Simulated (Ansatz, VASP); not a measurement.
# BaTaH4: VASP beside Ansatz

File INCAR:

```
PREC = Accurate
ENCUT = 500
EDIFF = 1E-6
ISMEAR = 0
SIGMA = 0.1
LREAL = F
LASPH = T
NELM = 120
ALGO = Normal
ISIF = 2
LWAVE = F
LCHARG = T
GGA = PE
LELF = T
LVHAR = T
NBANDS = 22
GGA_COMPAT = F
```

Contents of KPOINTS:

```
Automatic mesh
0
Gamma
  6 4 4
```

POSCAR

```
BaTaH4
1.0
    3.2665837700      0.0000000000      0.0000000000
    0.0000000000      3.8345581300      0.0000000000
    0.0000000000      0.0000000000      6.0615177300
Ba Ta H
1 1 4
Direct
    0.0000000000      0.0000000000      0.9603037500
    0.5000000000      0.0000000000      0.5509221400
    0.0000000000      0.5000000000      0.6811224100
    0.5000000000      0.5000000000      0.1196295800
    0.5000000000      0.5000000000      0.7953194000
    0.0000000000      0.5000000000      0.3927027200
```

Input for Ansatz:

```yaml
crystal:
  lattice:
    - [3.26658377, 0.0, 0.0]
    - [0.0, 3.83455813, 0.0]
    - [0.0, 0.0, 6.06151773]
  atoms:
    - { symbol: Ba, position: [0.0, 0.0, 0.96030375] }
    - { symbol: Ta, position: [0.5, 0.0, 0.55092214] }
    - { symbol: H, position: [0.0, 0.5, 0.68112241] }
    - { symbol: H, position: [0.5, 0.5, 0.11962958] }
    - { symbol: H, position: [0.5, 0.5, 0.7953194] }
    - { symbol: H, position: [0.0, 0.5, 0.39270272] }
basis:
  ecutwfc: 420
kpoints:
  mp_grid: { grid: [6, 4, 4] }
hamiltonian:
  xc: pbe
scf:
  occupations: { method: gaussian, width: 0.1 }
  lower_state_search: "off"
output:
  forces: true
  stress: true
  eigenvalues: true
```

Alike in both runs: task single point; functional PBE; k mesh 6 × 4 × 4; occupations gaussian, width 0.1 eV; no spin polarisation.

|  | VASP | Ansatz |
| --- | --- | --- |
| version | VASP 6.6.1 | Ansatz 0.2.0 |
| potentials or method | VASP PAW PBE potentials, release 64 (Ba_sv, Ta_sv_GW, H), cutoff 500 eV | scalar-relativistic, plane waves, PAW |
| valence electrons in the cell | 27 | 27 |

VASP gave:

```
gap on the k mesh at the Fermi level (eV)                     : none
pressure (GPa)                                                : -2.8
traceless stress, the component that is largest in VASP (GPa) : 17.08
rms of the force components (eV/Å)                            : 1.252
```

Problem. Estimate Ansatz's values.

Solution. gap on the k mesh at the Fermi level (eV): none; pressure (GPa): -4.0; traceless stress, the component that is largest in VASP (GPa): 16.94; rms of the force components (eV/Å): 1.168.

Atom by atom the forces differ by 0.086 eV/Å (rms over components). A gap of «none» marks a metal or a gap that the smearing closes.

The k mesh is coarse, so the values compare programs but aren't converged. Neither program's run includes spin-orbit coupling.
